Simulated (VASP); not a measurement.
Input of a VASP 6.6.1 run:

INCAR

```
SYSTEM = Al
PREC     = Accurate       ! precision mode
ENCUT    = 520            ! plane-wave cutoff, eV
EDIFF    = 1E-6           ! SCF threshold, eV
ISMEAR   = -5             ! smearing method
SIGMA    = 0.05           ! smearing width, eV
LREAL    = .FALSE.        ! projectors in reciprocal space
LASPH    = .TRUE.         ! aspherical terms in the spheres
NELM     = 60             ! most SCF steps
ALGO     = Normal         ! electronic algorithm
ISIF     = 2              ! what is computed and relaxed
LWAVE    = .FALSE.        ! write WAVECAR
LCHARG   = .FALSE.        ! write CHGCAR
GGA      = RP             ! functional
IVDW     = 12             ! dispersion correction
NBANDS   = 8              ! bands
```

KPOINTS

```
Automatic mesh
0
G
  11 11 11
  0 0 0
```

POSCAR

```
Al
1.0
    0.0000000000      1.9834708509      1.9834708509
    1.9834708509      0.0000000000      1.9834708509
    1.9834708509      1.9834708509      0.0000000000
Al
1
Direct
    0.0000000000      0.0000000000      0.0000000000
```

Potentials or basis: VASP PAW PBE potentials, release 64 (Al).

Command:

```sh
$ cat potpaw_PBE.64/Al/POTCAR > POTCAR
$ mpirun -np 1 vasp_std > vasp.out
```

(1) Estimate the dispersion energy per atom.

(2) What does it give for the pressure?

Results:

(1) -1.891 eV.

(2) -15.9 GPa.

Caveat: the PAW data sets were made with another functional, which shifts forces and pressure a little; pairwise dispersion overbinds metals, which lowers pressure and volume; tetrahedron occupations give inexact forces and stress in metals.
